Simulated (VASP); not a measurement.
Write the native input for VASP 6.6.1 that does the following.

```yaml
Task: single point
Functional: PBEsol
Potentials_or_basis: VASP PAW PBE potentials, release 64 (Al, Cu)
Cutoff: 520 eV
k_mesh: 10 × 10 × 14
Occupations: gaussian, width 0.15 eV
Spin: no spin polarisation
Dipole_correction: no
Further_INCAR_settings: ALGO = Fast; EDIFF = 1e-06; NBANDS = 16
```

The structure of Al2Cu lies in POSCAR:

```
Al2Cu
1.0
    3.9412606183      0.0000000000      0.0000000000
    0.0000000000      3.9412606183      0.0000000000
    0.0000000000      0.0000000000      3.0451069876
Al Cu
2 1
Direct
    0.5024873978      0.0000000000      0.5000000000
   -0.0363105904      0.5000000000      0.5000000000
    0.0143612780      0.0000000000      0.0000000000
```

This cell differs from its parent crystal: mode 4 frozen in at -0.148 Å, strain +e along z and -e/2 along x and y +0.0700.

One way to write it, as run:

INCAR

```
SYSTEM = Al2Cu
ALGO = Fast ; EDIFF = 1E-6
ENCUT = 520 ; GGA = PS
ISIF = 2 ; ISMEAR = 0
LASPH = .TRUE. ; LCHARG = .FALSE.
LREAL = .FALSE. ; LWAVE = .FALSE.
NBANDS = 16 ; NELM = 80
PREC = Accurate ; SIGMA = 0.15
```

KPOINTS

```
k-points
0
G
  10 10 14
  0 0 0
```

Potentials or basis: VASP PAW PBE potentials, release 64 (Al, Cu).

Launch:

```console
$ cat potpaw_PBE.64/Al/POTCAR potpaw_PBE.64/Cu/POTCAR > POTCAR
$ mpirun -np 1 vasp_std > vasp.out
```

It gave:

```
Pressure      : 1.7 GPa
Largest force : 0.525 eV/Å
```

Caveat: the cell differs from its parent crystal (mode 4 frozen in at -0.148 Å, strain +e along z and -e/2 along x and y +0.0700); the PAW data sets were made with another functional, which shifts forces and pressure a little.

Run time: 100 s on 1 thread of Intel(R) Xeon(R) 6975P-C (Granite Rapids), with other jobs on the host, peak memory 0.31 GiB.
